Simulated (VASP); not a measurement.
# K3TaO3 (P4mm) in VASP: further runs

K3TaO3 is run at these levels: PBE; tasks: single point.

Program: VASP 6.6.1. These are calculated values, not measurements. Logs are shortened: lines on timing, memory, paths and dates and some standing lists are left out, and cuts for length are marked.

### 1 The cell of the first run

It takes space group P4mm (No. 99, tetragonal). The conventional cell has a = 3.963 Å, b = 3.963 Å, c = 11.515 Å, α = 90.00°, β = 90.00°, γ = 90.00°. Within 5.1 Å of K (site symmetry 4mm) lie 1 O at 3.91 Å and 12 K at 3.96 to 4.50 Å. Within 3.7 Å of K (site symmetry 4mm) lie 8 O at 2.83 to 3.25 Å and 4 Ta at 3.56 Å. K (site symmetry 4mm) has 4 O at 2.79 Å and 4 Ta at 3.65 Å within 3.7 Å. Ta (site symmetry 4mm) has 5 O at 1.82 to 2.02 Å within 2.4 Å. Within 2.4 Å of O (site symmetry 4mm) lie 1 Ta at 1.82 Å. Within 3.0 Å of O (site symmetry 2mm) lie 2 Ta at 2.02 Å and 2 K at 2.79 Å and 6 O at 2.80 to 2.96 Å.

### 2 Single point, PBE, collinear spin

The input, INCAR:

```
SYSTEM = K3TaO3
PREC = Accurate ; ENCUT = 520
EDIFF = 1E-6 ; ISMEAR = 0
SIGMA = 0.1 ; LREAL = .False.
LASPH = .True. ; NELM = 150
ALGO = Normal ; ISIF = 2
LWAVE = .False. ; LCHARG = .False.
ISPIN = 2 ; MAGMOM = 0 0 0 1 0 0 0
LORBIT = 11 ; LMAXMIX = 4
GGA = PE ; NBANDS = 41
```

The input, KPOINTS:

```
Automatic mesh
0
Gamma
  4 4 2
  0 0 0
```

The input, POSCAR:

```
K3TaO3
1.0
    3.9631679382      0.0000000000      0.0000000000
    0.0000000000      3.9631679382      0.0000000000
    0.0000000000      0.0000000000     11.5150185882
K Ta O
3 1 3
Direct
    0.0000000000      0.0000000000      0.5217998754
    0.5000000000      0.5000000000      0.2158375632
    0.5000000000      0.5000000000      0.8212310848
    0.0000000000      0.0000000000      0.0248017731
    0.0000000000      0.0000000000      0.1826432083
    0.0000000000      0.5000000000      0.9918432476
    0.5000000000      0.0000000000      0.9918432476
```

Potentials or basis: VASP PAW PBE potentials, release 64 (K_sv, Ta_pv, O).

On the command line:

```
> cat potpaw_PBE.64/K_sv/POTCAR potpaw_PBE.64/Ta_pv/POTCAR potpaw_PBE.64/O/POTCAR > POTCAR
> mpirun -np 1 vasp_std > vasp.out
```

OUTCAR:

```text
SYSTEM = K3TaO3
   PREC = Accurate
   ENCUT = 520
   EDIFF = 1E-6
   ISMEAR = 0
   LREAL = .False.
   LASPH = .True.
   NELM = 150
   ISIF = 2
   ISPIN = 2
   LORBIT = 11
   GGA = PE

 ion  position               nearest neighbor table
   1  0.000  0.000  0.522-
   2  0.500  0.500  0.216-   5 2.83   5 2.83   5 2.83   5 2.83   4 3.56   4 3.56   4 3.56   4 3.56

   3  0.500  0.500  0.821-   6 2.79   7 2.79   7 2.79   6 2.79   4 3.65   4 3.65   4 3.65   4 3.65

   4  0.000  0.000  0.025-   5 1.82   6 2.02   7 2.02   6 2.02   7 2.02   2 3.56   2 3.56   2 3.56
                             2 3.56   3 3.65   3 3.65   3 3.65   3 3.65
   5  0.000  0.000  0.183-   4 1.82   2 2.83   2 2.83   2 2.83   2 2.83
   6  0.000  0.500  0.992-   4 2.02   4 2.02   3 2.79   3 2.79
   7  0.500  0.000  0.992-   4 2.02   4 2.02   3 2.79   3 2.79

  LATTYP: Found a simple tetragonal cell.
 ALAT       =     3.9631679382
 C/A-ratio  =     2.9055086153

  Lattice vectors:

 A1 = (   3.9631679382,   0.0000000000,   0.0000000000)
 A2 = (   0.0000000000,   3.9631679382,   0.0000000000)
 A3 = (   0.0000000000,   0.0000000000,  11.5150185882)

Analysis of symmetry for initial positions (statically):
=====================================================================
 Subroutine PRICEL returns:
 Original cell was already a primitive cell.

 Routine SETGRP: Setting up the symmetry group for a
 simple tetragonal supercell.

 Subroutine GETGRP returns: Found  8 space group operations
 (whereof  8 operations were pure point group operations)
 out of a pool of 16 trial point group operations.

The static configuration has the point symmetry C_4v.

Analysis of symmetry for dynamics (positions and initial velocities):
=====================================================================
 Subroutine PRICEL returns:
 Original cell was already a primitive cell.

 Routine SETGRP: Setting up the symmetry group for a
 simple tetragonal supercell.

 Subroutine GETGRP returns: Found  8 space group operations
 (whereof  8 operations were pure point group operations)
 out of a pool of 16 trial point group operations.

The dynamic configuration has the point symmetry C_4v.

Analysis of structural, dynamic, and magnetic symmetry:
=====================================================================
 Subroutine PRICEL returns:
 Original cell was already a primitive cell.

 Routine SETGRP: Setting up the symmetry group for a
 simple tetragonal supercell.

 Subroutine GETGRP returns: Found  8 space group operations
 (whereof  8 operations were pure point group operations)
 out of a pool of 16 trial point group operations.

The overall configuration has the point symmetry C_4v.

 Subroutine INISYM returns: Found  8 space group operations
 (whereof  8 operations are pure point group operations),
 and found     1 'primitive' translations

----------------------------------------------------------------------------------------

                                     Primitive cell

  volume of cell :     180.8629

  direct lattice vectors                    reciprocal lattice vectors
     3.963167938  0.000000000  0.000000000     0.252323398  0.000000000  0.000000000
     0.000000000  3.963167938  0.000000000     0.000000000  0.252323398  0.000000000
     0.000000000  0.000000000 11.515018588     0.000000000  0.000000000  0.086843108

  length of vectors
     3.963167938  3.963167938 11.515018588     0.252323398  0.252323398  0.086843108

  position of ions in fractional coordinates (direct lattice)
     0.000000000  0.000000000  0.521799875
     0.500000000  0.500000000  0.215837563
     0.500000000  0.500000000  0.821231085
     0.000000000  0.000000000  0.024801773
     0.000000000  0.000000000  0.182643208
     0.000000000  0.500000000  0.991843248
     0.500000000  0.000000000  0.991843248

  ion indices of the primitive-cell ions
   primitive index   ion index
                 1           1
                 2           2
                 3           3
                 4           4
                 5           5
                 6           6
[... 40 lines left out ...]
  0.500000  0.250000  0.500000      4.000000
  0.500000  0.500000  0.500000      1.000000
   k-points           NKPTS =     12   k-points in BZ     NKDIM =     12   number of bands    NBANDS=     41
   number of dos      NEDOS =    301   number of ions     NIONS =      7
   total plane-waves  NPLWV =  81000
   dimension x,y,z NGX =    30 NGY =   30 NGZ =   90
   dimension x,y,z NGXF=    60 NGYF=   60 NGZF=  180
   ions per type =               3   1   3
   NGX,Y,Z   is equivalent  to a cutoff of  12.58, 12.58, 12.99 a.u.
   NGXF,Y,Z  is equivalent  to a cutoff of  25.17, 25.17, 25.99 a.u.
 SYSTEM =  K3TaO3
   PREC   = accura    normal or accurate (medium, high low for compatibility)
   ISTART =      0    job   : 0-new  1-cont  2-samecut
   ICHARG =      2    charge: 1-file 2-atom 10-const
   ISPIN  =      2    spin polarized calculation?
   LNONCOLLINEAR =      F non collinear calculations
   LSORBIT =      F    spin-orbit coupling
   LASPH  =      T    aspherical Exc in radial PAW
   ENCUT  =  520.0 eV  38.22 Ry    6.18 a.u.   7.37  7.37 21.41*2*pi/ulx,y,z
   NELM   =    150;   NELMIN=  2; NELMDL= -5     # of ELM steps
   EDIFF  = 0.1E-05   stopping-criterion for ELM
   LREAL  =      F    real-space projection
   EDIFFG = 0.1E-04   stopping-criterion for IOM
   NSW    =      0    number of steps for IOM
   IBRION =     -1    ionic relax: 0-MD 1-quasi-New 2-CG
   NFREE  =      0    steps in history (QN), initial steepest desc. (CG)
   ISIF   =      2    stress and relaxation
   ISYM   =      2    0-nonsym 1-usesym 2-fastsym
   POTIM  = 0.5000    time-step for ionic-motion
   TEBEG  =    0.0;   TEEND  =   0.0 temperature during run
   PSTRESS=    0.0 pullay stress
   NELECT =      56.0000    total number of electrons
   NUPDOWN=      -1.0000    fix difference up-down
   EMIN   =  10.00;   EMAX   =-10.00  energy-range for DOS
   EFERMI =   0.00;   METHOD = LEGACY
   ISMEAR =     0;   SIGMA  =   0.10  broadening in eV -4-tet -1-fermi 0-gaus
   EFERMI_NEDOS =   21; number of points for ismear=-14 and -15
   IALGO  =     38    algorithm
   IMIX   =      4    mixing-type and parameters
     AMIX     =   0.40;   BMIX     =  1.00
     AMIX_MAG =   1.60;   BMIX_MAG =  1.00
  volume/ion in A,a.u.               =      25.84       174.36
  Fermi-wavevector in a.u.,A,eV,Ry     =   1.107527  2.092922 16.689124  1.226616
  Thomas-Fermi vector in A             =   2.244042
   LORBIT       =     11    0 simple, 1 ext, 2 COOP (PROOUT), +10 PAW based schemes
   GGA     = PE    functional components
   LHFCALC =     F    Hartree Fock is set to
   AEXX    =    0.0000 exact exchange contribution
   IVDW    =     0    specifies the selected vdW correction
   LEPSILON=     F    determine dielectric tensor
   LRPA    =     F    only Hartree local field effects (RPA)
 spin polarized calculation
 Gauss-broadening in eV      SIGMA  =   0.10
  energy-cutoff  :      520.00
  volume of cell :      180.86
 maximum number of plane-waves:      4923
 NGX is ok and might be reduce to    30
   NGX = 15   NGY = 15   NGZ = 43

 number of electron      55.9999985 magnetization       0.6423363

 Free energy of the ion-electron system (eV)
  ---------------------------------------------------
  ext. energy  EPLUGINS =         0.00000000
  ---------------------------------------------------
  free energy    TOTEN  =       -42.51172865 eV

  energy without entropy =      -42.49966626  energy(sigma->0) =      -42.50569746

 E-fermi :   2.2724     XC(G=0):  -7.8584

 val. band max:        2.2543135777   @ k =   0.0000   0.0000   0.0000
 cond. band min:       2.3253623348   @ k =   0.5000   0.2500   0.5000
 fundamental gap:      0.0710487570
 Fermi energy:         2.2724310160

 spin component 1

 k-point     1 :       0.0000    0.0000    0.0000
  band No.  band energies     occupation
      1     -35.1349      1.00000
      2     -34.8046      1.00000
      3     -34.8046      1.00000
      4     -30.0285      1.00000
      5     -29.5198      1.00000
      6     -29.1824      1.00000
[... 505 lines left out ...]
     39       6.7829      0.00000
     40       7.6301      0.00000
 Fermi energy:         2.2724310160

 spin component 2

 k-point     1 :       0.0000    0.0000    0.0000
  band No.  band energies     occupation
      1     -35.0824      1.00000
      2     -34.7853      1.00000
      3     -34.7853      1.00000
      4     -30.0121      1.00000
      5     -29.5121      1.00000
      6     -29.1498      1.00000
[... 505 lines left out ...]
     39       7.0286      0.00000
     40       7.7144      0.00000
 [bands above 40 left out]

------------------------ aborting loop because EDIFF is reached ----------------------------------------

  FORCE on cell =-STRESS in cart. coord.  units (eV):
  Direction    XX          YY          ZZ          XY          YZ          ZX
  --------------------------------------------------------------------------------------
  -------------------------------------------------------------------------------------
  Total       -0.0811110     -0.0811110      1.9481687      0.0000000      0.0000000      0.0000000
  in kB       -0.7185231     -0.7185231     17.2578840      0.0000000      0.0000000      0.0000000
  external PRESSURE =       5.2736126 kB  Pullay stress =       0.0000000 kB

 VOLUME and BASIS-vectors are now :
 -----------------------------------------------------------------------------
  energy-cutoff  :      520.00
  volume of cell :      180.86
      direct lattice vectors                 reciprocal lattice vectors
     3.963167938  0.000000000  0.000000000     0.252323398  0.000000000  0.000000000
     0.000000000  3.963167938  0.000000000     0.000000000  0.252323398  0.000000000
     0.000000000  0.000000000 11.515018588     0.000000000  0.000000000  0.086843108

 POSITION                                       TOTAL-FORCE (eV/Angst)
 -----------------------------------------------------------------------------------
      0.00000      0.00000      6.00854        -0.000000     -0.000000     -0.020920
      1.98158      1.98158      2.48537        -0.000000      0.000000      0.075636
      1.98158      1.98158      9.45649        -0.000000      0.000000      0.006548
      0.00000      0.00000      0.28559        -0.000000     -0.000000     -0.606315
      0.00000      0.00000      2.10314        -0.000000     -0.000000      0.199281
      0.00000      1.98158     11.42109        -0.000000     -0.000000      0.172885
      1.98158      0.00000     11.42109         0.000000     -0.000000      0.172885
 -----------------------------------------------------------------------------------
    total drift:                                0.000000      0.000000      0.000451

  FREE ENERGIE OF THE ION-ELECTRON SYSTEM (eV)
  ---------------------------------------------------
  free  energy   TOTEN  =       -42.5117286538 eV

  energy  without entropy=      -42.4996662599  energy(sigma->0) =      -42.50569746

 total charge

# of ion       s       p       d       tot
------------------------------------------
    1        1.993   5.550   0.009   7.552
    2        1.961   5.581   0.028   7.570
    3        1.970   5.577   0.034   7.581
    4        0.353   6.297   2.236   8.885
    5        1.579   3.435   0.000   5.014
    6        1.560   3.488   0.000   5.047
    7        1.560   3.488   0.000   5.047
--------------------------------------------------
tot         10.975  33.416   2.306  46.697

 magnetization (x)

# of ion       s       p       d       tot
------------------------------------------
    1        0.003   0.005   0.005   0.014
    2        0.002   0.002   0.001   0.006
    3        0.006   0.010   0.011   0.027
    4        0.002   0.010   0.034   0.047
    5        0.002   0.012   0.000   0.015
    6        0.001   0.003   0.000   0.004
    7        0.001   0.003   0.000   0.004
--------------------------------------------------
tot          0.018   0.046   0.052   0.115
```

Run time: 2.6 min. Hardware: 1 thread of Intel Xeon Platinum 8488C (Sapphire Rapids), shared host; peak memory 0.41 GiB.

Results:

```yaml
Free_energy: -42.5117 eV
Pressure: 0.5 GPa
Largest_force: 0.606 eV/Å
Net_moment: 0.64 μB per cell
Site_moments: K +0.01, +0.03 (each value once); Ta +0.05; O +0.01, +0.00 (each value once) μB
Valence_electrons_inside_the_program's_atomic_spheres: K 7.55, 7.57, 7.58; Ta 8.88; O 5.01, 5.05 (each value once)
```

Forces in eV/Å, atoms in the order of the input:
```
K    0.000  0.000 -0.021
K    0.000  0.000  0.076
K    0.000  0.000  0.007
Ta   0.000  0.000 -0.606
O    0.000  0.000  0.199
O    0.000  0.000  0.173
O    0.000  0.000  0.173
```

Caveat: the k points lie up to 0.40 Å⁻¹ apart; a moment this small can come from the mesh or the smearing; spin-orbit coupling is left out, which moves the levels of the heavy elements.

### 3 Single point, PBE, collinear spin

This run uses another cell than the first one, of 28.91 Å³/atom.

The input, INCAR:

```
PREC = Accurate ; ENCUT = 520
EDIFF = 1E-6 ; ISMEAR = 0
SIGMA = 0.1 ; LREAL = False
LASPH = True ; NELM = 150
ALGO = Normal ; ISIF = 2
LWAVE = False ; LCHARG = True
ISPIN = 2 ; MAGMOM = 0 0 0 1 0 0 0
LORBIT = 11 ; LMAXMIX = 4
GGA = PE ; LELF = True
LVHAR = True ; NBANDS = 41
```

The input, KPOINTS:

```
regular mesh
0
Gamma
  4 4 2
```

The input, POSCAR:

```
K3TaO3
1.0
    3.8880242527      0.0000000000      0.0000000000
    0.0000000000      3.8880242527      0.0000000000
    0.0000000000      0.0000000000     13.3889207910
K Ta O
3 1 3
Direct
    0.0000000000      0.0000000000      0.5346083880
    0.5000000000      0.5000000000      0.2218461699
    0.5000000000      0.5000000000      0.8369162659
    0.0000000000      0.0000000000      0.0227739635
    0.0000000000      0.0000000000      0.1579813331
    0.0000000000      0.5000000000      0.9879369398
    0.5000000000      0.0000000000      0.9879369398
```

Potentials or basis: VASP PAW PBE potentials, release 64 (K_sv, Ta_pv, O).

On the command line:

```
> cat potpaw_PBE.64/K_sv/POTCAR potpaw_PBE.64/Ta_pv/POTCAR potpaw_PBE.64/O/POTCAR > POTCAR
> mpirun -np 1 vasp_std > vasp.out
```

OUTCAR:

```text
PREC = Accurate
   ENCUT = 520
   EDIFF = 1E-6
   ISMEAR = 0
   LREAL = False
   LASPH = True
   NELM = 150
   ISIF = 2
   ISPIN = 2
   LORBIT = 11
   GGA = PE

 ion  position               nearest neighbor table
   1  0.000  0.000  0.535-
   2  0.500  0.500  0.222-   5 2.88   5 2.88   5 2.88   5 2.88
   3  0.500  0.500  0.837-   6 2.80   7 2.80   7 2.80   6 2.80   4 3.71   4 3.71   4 3.71   4 3.71

   4  0.000  0.000  0.023-   5 1.81   6 2.00   7 2.00   6 2.00   7 2.00   3 3.71   3 3.71   3 3.71
                             3 3.71
   5  0.000  0.000  0.158-   4 1.81   2 2.88   2 2.88   2 2.88   2 2.88
   6  0.000  0.500  0.988-   4 2.00   4 2.00   3 2.80   3 2.80
   7  0.500  0.000  0.988-   4 2.00   4 2.00   3 2.80   3 2.80

  LATTYP: Found a simple tetragonal cell.
 ALAT       =     3.8880242527
 C/A-ratio  =     3.4436309860
[... 1261 lines left out ...]
      1.94401      1.94401     11.20541        -0.000000     -0.000000     -0.024557
      0.00000      0.00000      0.30492        -0.000000      0.000000     -0.204026
      0.00000      0.00000      2.11520        -0.000000      0.000000      0.251139
      0.00000      1.94401     13.22741        -0.000000      0.000000     -0.014120
      1.94401      0.00000     13.22741        -0.000000      0.000000     -0.014120
 -----------------------------------------------------------------------------------
    total drift:                                0.000000     -0.000000     -0.000707

  FREE ENERGIE OF THE ION-ELECTRON SYSTEM (eV)
  ---------------------------------------------------
  free  energy   TOTEN  =       -42.7145077878 eV

  energy  without entropy=      -42.7050448356  energy(sigma->0) =      -42.70977631

 total charge

# of ion       s       p       d       tot
------------------------------------------
    1        1.985   5.557   0.007   7.548
    2        1.960   5.576   0.019   7.555
    3        1.973   5.574   0.025   7.572
    4        0.359   6.303   2.267   8.929
    5        1.578   3.439   0.000   5.017
    6        1.561   3.500   0.000   5.061
    7        1.561   3.500   0.000   5.061
--------------------------------------------------
tot         10.977  33.447   2.318  46.743

 magnetization (x)

# of ion       s       p       d       tot
------------------------------------------
    1       -0.000   0.000   0.000  -0.000
    2        0.000   0.000   0.000   0.000
    3        0.000   0.000   0.000   0.000
    4        0.000   0.000   0.000   0.000
    5        0.000   0.000   0.000   0.000
    6        0.000   0.000   0.000   0.000
    7        0.000   0.000   0.000   0.000
--------------------------------------------------
tot          0.000   0.000   0.000   0.000
```

It took 3.8 min on 1 thread of Intel Xeon Platinum 8488C (Sapphire Rapids), shared host; peak memory 0.43 GiB.

What came out:

| Quantity | Value |
| --- | --- |
| Free energy | -42.7145 eV |
| Pressure | 0.3 GPa |
| Largest force | 0.251 eV/Å |
| Band gap on the k mesh | zero (filled and empty bands overlap) |
| Net moment | 0.00 μB per cell |
| Valence electrons inside the program's atomic spheres | K 7.55, 7.57 (each value once); Ta 8.93; O 5.02, 5.06 (each value once) |

Forces in eV/Å, atoms in the order of the input:
```
K    0.000  0.000  0.000
K    0.000  0.000  0.005
K    0.000  0.000 -0.025
Ta   0.000  0.000 -0.204
O    0.000  0.000  0.251
O    0.000  0.000 -0.014
O    0.000  0.000 -0.014
```

Stress tensor (GPa, compression positive):
```
0.24 0.00 0.00
0.00 0.24 0.00
0.00 0.00 0.58
```

Caveat: the k points lie up to 0.40 Å⁻¹ apart, too coarse for converged energies and pressures of a metal; spin-orbit coupling is left out, which moves the levels of the heavy elements.

The gap in the log of VASP goes by the Fermi energy; the results here count the filled bands.